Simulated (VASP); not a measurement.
# Pd (Fm-3m) in VASP: a series of runs, part 2 of 3

VASP 6.6.1.

## Step 3: Single point, PBE+D4

This run uses another cell than the first one, of 15.64 Å³/atom, 1.019 times its volume.

Contents of INCAR:

```
SYSTEM = Pd
PREC = Accurate
ENCUT = 520
EDIFF = 1E-6
ISMEAR = -1
SIGMA = 0.05
LREAL = .False.
LASPH = .True.
NELM = 60
ALGO = Normal
ISIF = 2
LWAVE = .False.
LCHARG = .False.
GGA = PE
IVDW = 13
NBANDS = 11
```

Contents of KPOINTS:

```
regular mesh
0
Gamma
  12 12 12
  0 0 0
```

Contents of POSCAR:

```
Pd
1.0
    0.0000000000      1.9846763588      1.9846763588
    1.9846763588      0.0000000000      1.9846763588
    1.9846763588      1.9846763588      0.0000000000
Pd
1
Direct
    0.0000000000      0.0000000000      0.0000000000
```

Potentials or basis: VASP PAW PBE potentials, release 64 (Pd).

The run is started by

```bash
$ cat potpaw_PBE.64/Pd/POTCAR > POTCAR
$ mpirun -np 1 vasp_std > vasp.out
```

OUTCAR:

```text
SYSTEM = Pd
   PREC = Accurate
   ENCUT = 520
   EDIFF = 1E-6
   ISMEAR = -1
   LREAL = .False.
   LASPH = .True.
   NELM = 60
   ISIF = 2
   GGA = PE
   IVDW = 13

 ion  position               nearest neighbor table
   1  0.000  0.000  0.000-

  LATTYP: Found a face centered cubic cell.
 ALAT       =     3.9693527176

  Lattice vectors:

 A1 = (   0.0000000000,   1.9846763588,   1.9846763588)
 A2 = (   1.9846763588,   0.0000000000,   1.9846763588)
 A3 = (   1.9846763588,   1.9846763588,   0.0000000000)

Analysis of symmetry for initial positions (statically):
[... 33 lines left out ...]
                                     Primitive cell

  volume of cell :      15.6350

  direct lattice vectors                    reciprocal lattice vectors
     0.000000000  1.984676359  1.984676359    -0.251930244  0.251930244  0.251930244
     1.984676359  0.000000000  1.984676359     0.251930244 -0.251930244  0.251930244
     1.984676359  1.984676359  0.000000000     0.251930244  0.251930244 -0.251930244

  length of vectors
     2.806756224  2.806756224  2.806756224     0.436355983  0.436355983  0.436355983

  position of ions in fractional coordinates (direct lattice)
     0.000000000  0.000000000  0.000000000

  ion indices of the primitive-cell ions
   primitive index   ion index
                 1           1

----------------------------------------------------------------------------------------

 KPOINTS: regular mesh

Automatic generation of k-mesh.
 Grid dimensions read from file:
 generate k-points for:   12   12   12

 Generating k-lattice:

  Cartesian coordinates                     Fractional coordinates (reciprocal lattice)
    -0.020994187  0.020994187  0.020994187     0.083333333  0.000000000  0.000000000
     0.020994187 -0.020994187  0.020994187     0.000000000  0.083333333  0.000000000
     0.020994187  0.020994187 -0.020994187     0.000000000  0.000000000  0.083333333

  Length of vectors
     0.036362999  0.036362999  0.036362999

  Shift w.r.t. Gamma in fractional coordinates (k-lattice)
     0.000000000  0.000000000  0.000000000

 Subroutine IBZKPT returns following result:
 ===========================================

 Found     72 irreducible k-points:

 Following reciprocal coordinates:
            Coordinates               Weight
  0.000000  0.000000  0.000000      1.000000
  0.083333  0.000000  0.000000      8.000000
  0.166667  0.000000  0.000000      8.000000
  0.250000  0.000000  0.000000      8.000000
  0.333333  0.000000  0.000000      8.000000
  0.416667  0.000000  0.000000      8.000000
[... 16 lines left out ...]
  0.500000  0.166667  0.000000     24.000000
 -0.416667  0.166667  0.000000     24.000000
 [... further k-points ...]
   k-points           NKPTS =     72   k-points in BZ     NKDIM =     72   number of bands    NBANDS=     11
   number of dos      NEDOS =    301   number of ions     NIONS =      1
   total plane-waves  NPLWV =  13824
   dimension x,y,z NGX =    24 NGY =   24 NGZ =   24
   dimension x,y,z NGXF=    48 NGYF=   48 NGZF=   48
   ions per type =               1
   NGX,Y,Z   is equivalent  to a cutoff of  14.22, 14.22, 14.22 a.u.
   NGXF,Y,Z  is equivalent  to a cutoff of  28.43, 28.43, 28.43 a.u.
 SYSTEM =  Pd
   PREC   = accura    normal or accurate (medium, high low for compatibility)
   ISTART =      0    job   : 0-new  1-cont  2-samecut
   ICHARG =      2    charge: 1-file 2-atom 10-const
   ISPIN  =      1    spin polarized calculation?
   LNONCOLLINEAR =      F non collinear calculations
   LSORBIT =      F    spin-orbit coupling
   LASPH  =      T    aspherical Exc in radial PAW
   ENCUT  =  520.0 eV  38.22 Ry    6.18 a.u.   5.22  5.22  5.22*2*pi/ulx,y,z
   NELM   =     60;   NELMIN=  2; NELMDL= -5     # of ELM steps
   EDIFF  = 0.1E-05   stopping-criterion for ELM
   LREAL  =      F    real-space projection
   EDIFFG = 0.1E-04   stopping-criterion for IOM
   NSW    =      0    number of steps for IOM
   IBRION =     -1    ionic relax: 0-MD 1-quasi-New 2-CG
   NFREE  =      0    steps in history (QN), initial steepest desc. (CG)
   ISIF   =      2    stress and relaxation
   ISYM   =      2    0-nonsym 1-usesym 2-fastsym
   POTIM  = 0.5000    time-step for ionic-motion
   TEBEG  =    0.0;   TEEND  =   0.0 temperature during run
   PSTRESS=    0.0 pullay stress
   NELECT =      10.0000    total number of electrons
   NUPDOWN=      -1.0000    fix difference up-down
   EMIN   =  10.00;   EMAX   =-10.00  energy-range for DOS
   EFERMI =   0.00;   METHOD = LEGACY
   ISMEAR =    -1;   SIGMA  =   0.05  broadening in eV -4-tet -1-fermi 0-gaus
   EFERMI_NEDOS =   21; number of points for ismear=-14 and -15
   IALGO  =     38    algorithm
   IMIX   =      4    mixing-type and parameters
     AMIX     =   0.40;   BMIX     =  1.00
     AMIX_MAG =   1.60;   BMIX_MAG =  1.00
  volume/ion in A,a.u.               =      15.64       105.51
  Fermi-wavevector in a.u.,A,eV,Ry     =   1.410507  2.665471 27.069185  1.989529
  Thomas-Fermi vector in A             =   2.532453
   LORBIT       =      0    0 simple, 1 ext, 2 COOP (PROOUT), +10 PAW based schemes
   GGA     = PE    functional components
   LHFCALC =     F    Hartree Fock is set to
   AEXX    =    0.0000 exact exchange contribution
   IVDW    =    13    specifies the selected vdW correction
   LEPSILON=     F    determine dielectric tensor
   LRPA    =     F    only Hartree local field effects (RPA)
 non-spin polarized calculation
  energy-cutoff  :      520.00
  volume of cell :       15.64
 maximum number of plane-waves:       444
 NGX is ok and might be reduce to    24
   NGX = 11   NGY = 11   NGZ = 11

 number of electron      10.0000001 magnetization

 Free energy of the ion-electron system (eV)
  ---------------------------------------------------
  ext. energy  EPLUGINS =         0.00000000
  ---------------------------------------------------
  free energy    TOTEN  =        -5.22667593 eV

  energy without entropy =       -5.20570990  energy(sigma->0) =       -5.21619292

 E-fermi :   8.7994     XC(G=0): -12.8256

 val. band max:        8.7994228586   @ k =   0.5000   0.0833   0.0000
 cond. band min:       8.8010087178   @ k =   0.4167   0.4167   0.0000
 fundamental gap:      0.0015858593
 Fermi energy:         8.7994323852

 k-point     1 :       0.0000    0.0000    0.0000
  band No.  band energies     occupation
      1       2.1326      2.00000
      2       6.2361      2.00000
      3       6.2361      2.00000
      4       6.2361      2.00000
      5       7.6996      2.00000
      6       7.6996      2.00000
      7      25.9780      0.00000
      8      30.4255      0.00000
      9      30.4255      0.00000
     10      30.4255      0.00000
     11      35.1287      0.00000

 k-point     2 :       0.0833    0.0000    0.0000
  band No.  band energies     occupation
      1       2.3705      2.00000
      2       6.1593      2.00000
      3       6.3138      2.00000
      4       6.3138      2.00000
      5       7.6653      2.00000
      6       7.6653      2.00000
      7      26.1812      0.00000
      8      28.9363      0.00000
      9      30.6692      0.00000
     10      30.6692      0.00000
     11      35.3802      0.00000

 k-point     3 :       0.1667    0.0000    0.0000
  band No.  band energies     occupation
      1       3.0186      2.00000
      2       6.0270      2.00000
      3       6.4711      2.00000
      4       6.4711      2.00000
      5       7.6443      2.00000
      6       7.6443      2.00000
      7      25.6748      0.00000
      8      27.1732      0.00000
      9      31.2790      0.00000
     10      31.2790      0.00000
     11      34.4089      0.00000
[... 267 lines left out ...]
 k-point    23 :       0.5000    0.1667    0.0000
  band No.  band energies     occupation
      1       4.4889      2.00000
      2       5.8095      2.00000
      3       6.7510      2.00000
      4       6.8966      2.00000
      5       8.8279      0.72240
      6      11.8006      0.00000
      7      16.5176      0.00000
      8      24.8669      0.00000
      9      27.0700      0.00000
     10      27.6784      0.00000
     11      35.3644      0.00000

 k-point    24 :      -0.4167    0.1667    0.0000
  band No.  band energies     occupation
      1       4.5359      2.00000
      2       5.8150      2.00000
      3       6.6887      2.00000
      4       7.0869      2.00000
      5       8.5870      1.97186
      6      12.3375      0.00000
      7      16.0005      0.00000
      8      24.2412      0.00000
      9      27.3082      0.00000
     10      28.0815      0.00000
     11      35.3775      0.00000

 [... further k-points ...]

------------------------ aborting loop because EDIFF is reached ----------------------------------------

  DFT-D4 for vdW energy calculation

  Edisp (eV):   -0.46618

  FORCE on cell =-STRESS in cart. coord.  units (eV):
  Direction    XX          YY          ZZ          XY          YZ          ZX
  --------------------------------------------------------------------------------------
  -------------------------------------------------------------------------------------
  Total      -0.78960    -0.78960    -0.78960     0.00000    -0.00000     0.00000
  in kB     -80.91343   -80.91343   -80.91343     0.00000    -0.00000     0.00000
  external pressure =      -80.91 kB  Pullay stress =        0.00 kB

 VOLUME and BASIS-vectors are now :
 -----------------------------------------------------------------------------
  energy-cutoff  :      520.00
  volume of cell :       15.64
      direct lattice vectors                 reciprocal lattice vectors
     0.000000000  1.984676359  1.984676359    -0.251930244  0.251930244  0.251930244
     1.984676359  0.000000000  1.984676359     0.251930244 -0.251930244  0.251930244
     1.984676359  1.984676359  0.000000000     0.251930244  0.251930244 -0.251930244

 POSITION                                       TOTAL-FORCE (eV/Angst)
 -----------------------------------------------------------------------------------
      0.00000      0.00000      0.00000         0.000000      0.000000     -0.000000
 -----------------------------------------------------------------------------------
    total drift:                               -0.000000      0.000000     -0.000000

  FREE ENERGIE OF THE ION-ELECTRON SYSTEM (eV)
  ---------------------------------------------------
  free  energy   TOTEN  =        -5.6928510833 eV

  energy  without entropy=       -5.6718850512  energy(sigma->0) =       -5.68236807
```

OSZICAR:

```text
N       E                     dE             d eps       ncg     rms          rms(c)
DAV:   1     0.417407357527E+02    0.41741E+02   -0.51856E+03  1592   0.852E+02
DAV:   2    -0.497113807793E+01   -0.46712E+02   -0.44947E+02  1791   0.180E+02
DAV:   3    -0.549424802694E+01   -0.52311E+00   -0.51868E+00  1886   0.202E+01
DAV:   4    -0.549693379290E+01   -0.26858E-02   -0.26849E-02  1862   0.154E+00
DAV:   5    -0.549696671090E+01   -0.32918E-04   -0.32919E-04  2089   0.151E-01    0.656E+00
DAV:   6    -0.523688484431E+01    0.26008E+00   -0.11412E+00  1920   0.858E+00    0.319E+00
DAV:   7    -0.522963873968E+01    0.72461E-02   -0.98264E-03  1967   0.724E-01    0.174E+00
DAV:   8    -0.522667611951E+01    0.29626E-02   -0.92024E-04  1938   0.227E-01    0.594E-02
DAV:   9    -0.522667219911E+01    0.39204E-05   -0.37229E-05  2032   0.518E-02    0.184E-02
DAV:  10    -0.522667642711E+01   -0.42280E-05   -0.38177E-06  1921   0.179E-02    0.533E-03
DAV:  11    -0.522667593471E+01    0.49241E-06   -0.43616E-08  1254   0.220E-03
   1 F= -.56928511E+01 E0= -.56823681E+01  d E =-.209660E-01
```

stdout:

```text
POSCAR found type information on POSCAR Pd
 POSCAR found :  1 types and       1 ions
 scaLAPACK will be used
 LDA part: xc-table for (Slater+PW92), standard interpolation
 POSCAR, INCAR and KPOINTS ok, starting setup
 FFT: planning ... GRIDC
 FFT: planning ... GRID_SOFT
 FFT: planning ... GRID
 WAVECAR not read
 entering main loop
```

It took 7 s on 1 thread of Intel Xeon Platinum 8488C (Sapphire Rapids), shared host; peak memory 0.14 GiB.

What came out:

```
Free energy                : -5.6929 eV
Pressure                   : -8.1 GPa
Band gap on the k mesh     : zero (band 5 reaches 9.07 eV, above the bottom of band 6 at 7.64 eV)
Dispersion energy per atom : -0.466 eV
```

Caveat: pairwise dispersion overbinds metals, which lowers pressure and volume.

(Continued in part 3 of 3.)
